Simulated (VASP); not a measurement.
# BN (F-43m) in VASP: a series of runs, part 2 of 2

VASP 6.6.1.

### 3 Single point, LDA

This run uses another cell than the first one, of 6.24 Å³/atom, 0.796 times its volume.

Contents of INCAR:

```
PREC = Accurate ; ENCUT = 520
EDIFF = 1E-6 ; ISMEAR = 0
SIGMA = 0.01 ; LREAL = F
LASPH = T ; NELM = 80
ALGO = Normal ; ISIF = 2
LWAVE = F ; LCHARG = T
LELF = T ; LVHAR = T
NBANDS = 11
```

Contents of KPOINTS:

```
Automatic mesh
0
Gamma
  10 10 10
```

Contents of POSCAR:

```
BN
1.0
    0.0000000000      1.8410000000      1.8410000000
    1.8410000000      0.0000000000      1.8410000000
    1.8410000000      1.8410000000      0.0000000000
B N
1 1
Direct
    0.0000000000      0.0000000000      0.0000000000
    0.2500000000      0.2500000000      0.2500000000
```

Potentials or basis: VASP PAW LDA potentials, release 64 (B, N).

Started as:

```bash
$ cat potpaw_LDA.64/B/POTCAR potpaw_LDA.64/N/POTCAR > POTCAR
$ mpirun -np 1 vasp_std > vasp.out
```

OUTCAR:

```text
PREC = Accurate
   ENCUT = 520
   EDIFF = 1E-6
   ISMEAR = 0
   LREAL = F
   LASPH = T
   NELM = 80
   ISIF = 2

 ion  position               nearest neighbor table
   1  0.000  0.000  0.000-   2 1.59   2 1.59   2 1.59   2 1.59
   2  0.250  0.250  0.250-   1 1.59   1 1.59   1 1.59   1 1.59

  LATTYP: Found a face centered cubic cell.
 ALAT       =     3.6820000000

  Lattice vectors:

 A1 = (   0.0000000000,   1.8410000000,   1.8410000000)
 A2 = (   1.8410000000,   0.0000000000,   1.8410000000)
 A3 = (   1.8410000000,   1.8410000000,   0.0000000000)

Analysis of symmetry for initial positions (statically):
=====================================================================
 Subroutine PRICEL returns:
 Original cell was already a primitive cell.

 Routine SETGRP: Setting up the symmetry group for a
 face centered cubic supercell.

 Subroutine GETGRP returns: Found 24 space group operations
 (whereof 24 operations were pure point group operations)
 out of a pool of 48 trial point group operations.

The static configuration has the point symmetry T_d .

Analysis of symmetry for dynamics (positions and initial velocities):
=====================================================================
 Subroutine PRICEL returns:
 Original cell was already a primitive cell.

 Routine SETGRP: Setting up the symmetry group for a
 face centered cubic supercell.

 Subroutine GETGRP returns: Found 24 space group operations
 (whereof 24 operations were pure point group operations)
 out of a pool of 48 trial point group operations.

The dynamic configuration has the point symmetry T_d .

 Subroutine INISYM returns: Found 24 space group operations
 (whereof 24 operations are pure point group operations),
 and found     1 'primitive' translations

----------------------------------------------------------------------------------------
[... 113 lines left out ...]
     AMIX_MAG =   1.60;   BMIX_MAG =  1.00
  volume/ion in A,a.u.               =       6.24        42.11
  Fermi-wavevector in a.u.,A,eV,Ry     =   1.411587  2.667513 27.110675  1.992578
  Thomas-Fermi vector in A             =   2.533423
   LORBIT       =      0    0 simple, 1 ext, 2 COOP (PROOUT), +10 PAW based schemes
   GGA     = CA    functional components
   LHFCALC =     F    Hartree Fock is set to
   AEXX    =    0.0000 exact exchange contribution
   IVDW    =     0    specifies the selected vdW correction
   LEPSILON=     F    determine dielectric tensor
   LRPA    =     F    only Hartree local field effects (RPA)
 non-spin polarized calculation
 Gauss-broadening in eV      SIGMA  =   0.01
  energy-cutoff  :      520.00
  volume of cell :       12.48
 maximum number of plane-waves:       344
   NGX =  9   NGY =  9   NGZ =  9

 number of electron       8.0000002 magnetization

 Free energy of the ion-electron system (eV)
  ---------------------------------------------------
  ext. energy  EPLUGINS =         0.00000000
  ---------------------------------------------------
  free energy    TOTEN  =       -19.32380576 eV

  energy without entropy =      -19.32380576  energy(sigma->0) =      -19.32380576

 E-fermi :   6.8959     XC(G=0): -12.8421

 val. band max:        6.7144763784   @ k =   0.0000   0.0000   0.0000
 cond. band min:      10.9915674911   @ k =   0.5000   0.5000   0.0000
 fundamental gap:      4.2770911127
 Fermi energy:         6.8958934727

 k-point     1 :       0.0000    0.0000    0.0000
  band No.  band energies     occupation
      1     -12.7439      2.00000
      2       6.7145      2.00000
      3       6.7145      2.00000
      4       6.7145      2.00000
      5      15.1395      0.00000
      6      15.1395      0.00000
      7      15.1395      0.00000
      8      16.2767      0.00000
      9      30.1817      0.00000
     10      33.8342      0.00000
     11      33.8342      0.00000
[... 309 lines left out ...]
 k-point    24 :       0.4000    0.3000    0.0000
  band No.  band energies     occupation
      1      -9.1305      2.00000
      2       0.2091      2.00000
      3       2.4209      2.00000
      4       2.8456      2.00000
      5      12.5426      0.00000
      6      16.8886      0.00000
      7      21.3363      0.00000
      8      21.4522      0.00000
      9      25.3589      0.00000
     10      32.3816      0.00000
     11      37.4696      0.00000

 [... further k-points ...]
[... 5 lines left out ...]
  --------------------------------------------------------------------------------------
  -------------------------------------------------------------------------------------
  Total       -2.1979057     -2.1979057     -2.1979057      0.0000000      0.0000000      0.0000000
  in kB     -282.1813320   -282.1813320   -282.1813320      0.0000000      0.0000000      0.0000000
  external PRESSURE =    -282.1813320 kB  Pullay stress =       0.0000000 kB

 VOLUME and BASIS-vectors are now :
 -----------------------------------------------------------------------------
  energy-cutoff  :      520.00
  volume of cell :       12.48
      direct lattice vectors                 reciprocal lattice vectors
     0.000000000  1.841000000  1.841000000    -0.271591526  0.271591526  0.271591526
     1.841000000  0.000000000  1.841000000     0.271591526 -0.271591526  0.271591526
     1.841000000  1.841000000  0.000000000     0.271591526  0.271591526 -0.271591526

 POSITION                                       TOTAL-FORCE (eV/Angst)
 -----------------------------------------------------------------------------------
      0.00000      0.00000      0.00000        -0.000000     -0.000000     -0.000000
      0.92050      0.92050      0.92050         0.000000      0.000000      0.000000
 -----------------------------------------------------------------------------------
    total drift:                               -0.000000     -0.000000     -0.000000

  FREE ENERGIE OF THE ION-ELECTRON SYSTEM (eV)
  ---------------------------------------------------
  free  energy   TOTEN  =       -19.3238057594 eV

  energy  without entropy=      -19.3238057594  energy(sigma->0) =      -19.32380576
```

stdout:

```text
POSCAR found type information on POSCAR B N
 POSCAR found :  2 types and       2 ions
 scaLAPACK will be used
 LDA part: xc-table for (Slater(with rela. corr.)+CA(PZ))
 , standard interpolation
 POSCAR, INCAR and KPOINTS ok, starting setup
 FFT: planning ... GRIDC
 FFT: planning ... GRID_SOFT
 FFT: planning ... GRID
 WAVECAR not read
 entering main loop
```

Run time: 2.5 s. Hardware: 1 thread of Intel Xeon 6975P-C (Granite Rapids), shared host; peak memory 0.11 GiB.

What came out:

```
Free energy            : -19.3238 eV
Pressure               : -28.2 GPa
Band gap on the k mesh : 4.28 eV, indirect (least direct gap 8.43 eV)
```

A k mesh can miss the band edges. A hybrid or GW would open this gap; LDA tends to underestimate it.
